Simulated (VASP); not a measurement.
Here is a VASP 6.6.1 calculation.

The input INCAR:

```
SYSTEM = Zn
ALGO = Normal ; EDIFF = 1E-6
ENCUT = 520 ; GGA = RE
ISIF = 2 ; ISMEAR = -1
LASPH = .TRUE. ; LCHARG = .FALSE.
LREAL = .FALSE. ; LWAVE = .FALSE.
NBANDS = 25 ; NELM = 100
PREC = Accurate ; SIGMA = 0.1
```

File KPOINTS:

```
k-points
0
G
  9 9 13
  0 0 0
```

POSCAR

```
Zn
1.0
    4.5978054271      0.0000000000      0.0000000000
   -2.2989027135      3.9818163015      0.0000000000
    0.0000000000      0.0000000000      2.7502834813
Zn
3
Direct
    0.0000000000      0.0000000000      1.0000000000
    0.3333333333      0.6666666667      0.5000000000
    0.6666666667      0.3333333333      0.5000000000
```

Potentials or basis: VASP PAW PBE potentials, release 64 (Zn).

Launch:

```console
$ cat potpaw_PBE.64/Zn/POTCAR > POTCAR
$ mpirun -np 1 vasp_std > vasp.out
```

(1) Predict the band gap on the k mesh.

(2) Predict the pressure.

## Answers

(1) zero (band 18 reaches 6.51 eV, above the bottom of band 19 at 1.39 eV).

(2) -1.9 GPa.

Caveat: the PAW data sets were made with another functional, which shifts forces and pressure a little.
